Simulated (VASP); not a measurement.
# PbS (Cmcm) in VASP: notebook, part 3 of 3

VASP 6.6.1. The steps go on from the part before.

**4. Single point, LDA, non-collinear spin, zero start, spin-orbit coupling**

This run uses another cell than the first one, of 26.66 Å³/atom.

File INCAR:

```
SYSTEM = PbS
PREC = Accurate ; ENCUT = 520
EDIFF = 1E-6 ; ISMEAR = -1
SIGMA = 0.05 ; LREAL = .False.
LASPH = .True. ; NELM = 150
ALGO = Normal ; ISIF = 2
LWAVE = .False. ; LCHARG = .True.
LNONCOLLINEAR = .True. ; MAGMOM = 0 0 0 0 0 0 0 0 0 0 0 0
LORBIT = 11 ; LSORBIT = .True.
GGA_COMPAT = .False. ; LORBMOM = .True.
GGA = CA ; LVHAR = .True.
NBANDS = 54
```

File KPOINTS:

```
Automatic mesh
0
Gamma
  5 5 5
  0 0 0
```

File POSCAR:

```
PbS
1.0
    2.0799526950     -5.9912968650      0.0000000000
    2.0799526950      5.9912968650      0.0000000000
    0.0000000000      0.0000000000      4.2793209400
Pb S
2 2
Direct
    0.1305633500      0.8694366500      0.2500000000
    0.8694366500      0.1305633500      0.7500000000
    0.3547970900      0.6452029100      0.2500000000
    0.6452029100      0.3547970900      0.7500000000
```

Potentials or basis: VASP PAW LDA potentials, release 64 (Pb_d, S).

On the command line:

```bash
$ cat potpaw_LDA.64/Pb_d/POTCAR potpaw_LDA.64/S/POTCAR > POTCAR
$ mpirun -np 1 vasp_ncl > vasp.out
```

OUTCAR:

```text
SYSTEM = PbS
   PREC = Accurate
   ENCUT = 520
   EDIFF = 1E-6
   ISMEAR = -1
   LREAL = .False.
   LASPH = .True.
   NELM = 150
   ISIF = 2
   LNONCOLLINEAR = .True.
   LORBIT = 11
   LSORBIT = .True.
   GGA = CA

 ion  position               nearest neighbor table
   1  0.131  0.869  0.250-   3 2.69   4 2.99   4 2.99   4 2.99   4 2.99   2 3.79   2 3.79   2 4.13
                             2 4.13   2 4.13   2 4.13
   2  0.869  0.131  0.750-   4 2.69   3 2.99   3 2.99   3 2.99   3 2.99   1 3.79   1 3.79   1 4.13
                             1 4.13   1 4.13   1 4.13
   3  0.355  0.645  0.250-   1 2.69   2 2.99   2 2.99   2 2.99   2 2.99
   4  0.645  0.355  0.750-   2 2.69   1 2.99   1 2.99   1 2.99   1 2.99

  LATTYP: Found a base centered orthorhombic cell.
 ALAT       =     4.1599053900
 B/A-ratio  =     2.8804966956
 C/A-ratio  =     1.0287063139

  Lattice vectors:

 A1 = (   2.0799526950,  -5.9912968650,   0.0000000000)
 A2 = (   2.0799526950,   5.9912968650,   0.0000000000)
 A3 = (   0.0000000000,   0.0000000000,   4.2793209400)

Analysis of symmetry for initial positions (statically):
=====================================================================
 Subroutine PRICEL returns:
 Original cell was already a primitive cell.

 Routine SETGRP: Setting up the symmetry group for a
 base centered orthorhombic supercell.

 Subroutine GETGRP returns: Found  8 space group operations
 (whereof  4 operations were pure point group operations)
 out of a pool of  8 trial point group operations.
[... 1651 lines left out ...]
 l=   2
     0.0000000     0.0000000     0.0000000     0.0000000     0.0000000
     0.0000000     0.0000000     0.0000000     0.0000000     0.0000000
     0.0000000     0.0000000     0.0000000     0.0000000     0.0000000
     0.0000000     0.0000000     0.0000000     0.0000000     0.0000000
     0.0000000     0.0000000     0.0000000     0.0000000     0.0000000
 l=   3
     0.0000000     0.0000000     0.0000000     0.0000000     0.0000000     0.0000000     0.0000000
     0.0000000     0.0000000     0.0000000     0.0000000     0.0000000     0.0000000     0.0000000
     0.0000000     0.0000000     0.0000000     0.0000000     0.0000000     0.0000000     0.0000000
     0.0000000     0.0000000     0.0000000     0.0000000     0.0000000     0.0000000     0.0000000
     0.0000000     0.0000000     0.0000000     0.0000000     0.0000000     0.0000000     0.0000000
     0.0000000     0.0000000     0.0000000     0.0000000     0.0000000     0.0000000     0.0000000
     0.0000000     0.0000000     0.0000000     0.0000000     0.0000000     0.0000000     0.0000000

 total charge

# of ion       s       p       d       tot
------------------------------------------
    1        1.444   0.583   9.841  11.868
    2        1.444   0.583   9.841  11.868
    3        1.353   2.307   0.000   3.660
    4        1.353   2.307   0.000   3.660
--------------------------------------------------
tot          5.595   5.780  19.681  31.056

 magnetization (x)

# of ion       s       p       d       tot
------------------------------------------
    1        0.000   0.000   0.000   0.000
    2        0.000   0.000   0.000   0.000
    3        0.000   0.000   0.000   0.000
    4        0.000   0.000   0.000   0.000
--------------------------------------------------
tot          0.000   0.000   0.000   0.000

 magnetization (y)

# of ion       s       p       d       tot
------------------------------------------
    1        0.000   0.000   0.000   0.000
    2        0.000   0.000   0.000   0.000
    3        0.000   0.000   0.000   0.000
    4        0.000   0.000   0.000   0.000
--------------------------------------------------
tot          0.000   0.000   0.000   0.000

 magnetization (z)

# of ion       s       p       d       tot
------------------------------------------
    1        0.000   0.000   0.000   0.000
    2        0.000   0.000   0.000   0.000
    3        0.000   0.000   0.000   0.000
    4        0.000   0.000   0.000   0.000
--------------------------------------------------
tot          0.000   0.000   0.000   0.000
```

stdout:

```text
POSCAR found type information on POSCAR PbS
 POSCAR found :  2 types and       4 ions
 scaLAPACK will be used
 LDA part: xc-table for (Slater(with rela. corr.)+CA(PZ))
 , standard interpolation
 POSCAR, INCAR and KPOINTS ok, starting setup
 FFT: planning ... GRIDC
 FFT: planning ... GRID_SOFT
 FFT: planning ... GRID
 WAVECAR not read
 entering main loop
```

Wall time 7.2 min (1 thread of Intel Xeon Platinum 8259CL at 2.50GHz (Skylake/Cascade Lake), shared host); peak memory 0.52 GiB.

What came out:

| Property | Result |
| --- | --- |
| Free energy | -20.5822 eV |
| Pressure | -3.6 GPa |
| Largest force | 0.135 eV/Å |
| Net moment | 0.00 μB per cell |
| Valence electrons inside the program's atomic spheres | Pb 11.87; S 3.66 |

Forces in eV/Å, atoms in the order of the input:
```
Pb   0.000 -0.135  0.000
Pb   0.000  0.135  0.000
S    0.000  0.104  0.000
S    0.000 -0.104  0.000
```

Moments on the atoms (μB; x, y, z):
```
Pb  0.00 0.00 0.00
Pb  0.00 0.00 0.00
S   0.00 0.00 0.00
S   0.00 0.00 0.00
```

Caveat: the cell stands under tension.

**5. Single point, PBE**

This run uses another cell than the first one, of 26.66 Å³/atom.

File INCAR:

```
SYSTEM = PbS
  PREC = Accurate
  ENCUT = 520
  EDIFF = 1E-6
  ISMEAR = 0
  SIGMA = 0.02
  LREAL = .FALSE.
  LASPH = .TRUE.
  NELM = 100
  ALGO = Normal
  ISIF = 2
  LWAVE = .FALSE.
  LCHARG = .TRUE.
  GGA = PE
  LELF = .TRUE.
  LVHAR = .TRUE.
  NBANDS = 28
```

File KPOINTS:

```
regular mesh
0
G
  7 7 6
  0 0 0
```

POSCAR is that of step 4.

Potentials or basis: VASP PAW PBE potentials, release 64 (Pb_d, S).

On the command line:

```bash
$ cat potpaw_PBE.64/Pb_d/POTCAR potpaw_PBE.64/S/POTCAR > POTCAR
$ mpirun -np 1 vasp_std > vasp.out
```

Run time: 2.8 min. Hardware: 1 thread of Intel Xeon Platinum 8488C (Sapphire Rapids), shared host; peak memory 0.34 GiB.

It converged, with:

```yaml
Free_energy: -17.3766 eV
Pressure: 1.0 GPa
Largest_force: 0.103 eV/Å
Band_gap_on_the_k_mesh: 1.26 eV (least direct gap 1.43 eV)
```

Forces in eV/Å, atoms in the order of the input:
```
Pb   0.000  0.070  0.000
Pb   0.000 -0.070  0.000
S    0.000 -0.103  0.000
S    0.000  0.103  0.000
```

Stress tensor (GPa, compression positive):
```
0.90 0.00 0.00
0.00 1.28 0.00
0.00 0.00 0.83
```

Levels at points of the mesh, in eV from the valence-band top:
```csv
k point,band 16,band 17,band 18,band 19,band 20,band 21,band 22,band 23,band 24,band 25
"(0.00, 0.00, 0.00)",-2.86,-2.30,-1.58,-1.40,-0.42,4.73,4.80,4.95,5.65,5.88
"(0.00, 0.00, 0.50)",-2.65,-1.04,-1.04,-0.04,-0.04,1.89,1.89,2.87,2.87,5.07
```

Caveat: spin-orbit coupling is left out, which moves the levels of the heavy elements; an odd mesh through Γ misses points on the zone boundary, where band edges can lie.

**6. The runs side by side**

```tsv
task	level	potentials or basis	spin	cell	k mesh	cutoff (eV)	smearing	grid for exact exchange (PRECFOCK)	share of exact exchange	gap on the mesh (eV)	pressure (GPa)	largest force (eV/Å)
single point	PBEsol-based global hybrid with 25 % exact exchange	VASP PAW PBE potentials, release 64 (Pb_d, S)	off	a = 6.195, b = 6.195, c = 4.229 Å, angles 90.0, 90.0, 141.5°, 4 atoms, atomic positions A	4 × 4 × 3	520	fermi-dirac 0.05 eV	Normal	0.25	2.21	-0.2	0.01
relaxation of cell and atoms	PBEsol	VASP PAW PBE potentials, release 64 (Pb_d, S)	off	relaxed to 30 GPa from a = 6.342, b = 6.342, c = 4.279 Å, angles 90.0, 90.0, 141.7°, 4 atoms, atomic positions B	7 × 7 × 6	600	fermi-dirac 0.05 eV	-	-	none	30.0	-
single point	LDA	VASP PAW LDA potentials, release 64 (Pb_d, S)	non-collinear, zero start, SOC	a = 6.342, b = 6.342, c = 4.279 Å, angles 90.0, 90.0, 141.7°, 4 atoms, atomic positions B	5 × 5 × 5	520	fermi-dirac 0.05 eV	-	-	-	-3.6	0.14
single point	PBE	VASP PAW PBE potentials, release 64 (Pb_d, S)	off	a = 6.342, b = 6.342, c = 4.279 Å, angles 90.0, 90.0, 141.7°, 4 atoms, atomic positions B	7 × 7 × 6	520	gaussian 0.02 eV	-	-	1.26	1.0	0.10
```

Caveats: some runs use coarse meshes; spin-orbit coupling is left out, which moves the levels of the heavy elements (at least some runs); the PAW data sets were made with another functional, which shifts forces and pressure a little (at least some runs); an odd mesh through Γ misses points on the zone boundary, where band edges can lie (at least some runs); the cell is relaxed towards a set pressure, so the run minimises the enthalpy, not the energy (at least some runs); the volume moved by over 15 % at a fixed basis, so the end points are rough (at least some runs); semilocal functionals underestimate gaps, so a narrow gap can read as zero (at least some runs); the cell stands under tension (at least some runs).

Total energies depend on the potentials used, so only differences within one code and one set of settings carry meaning.
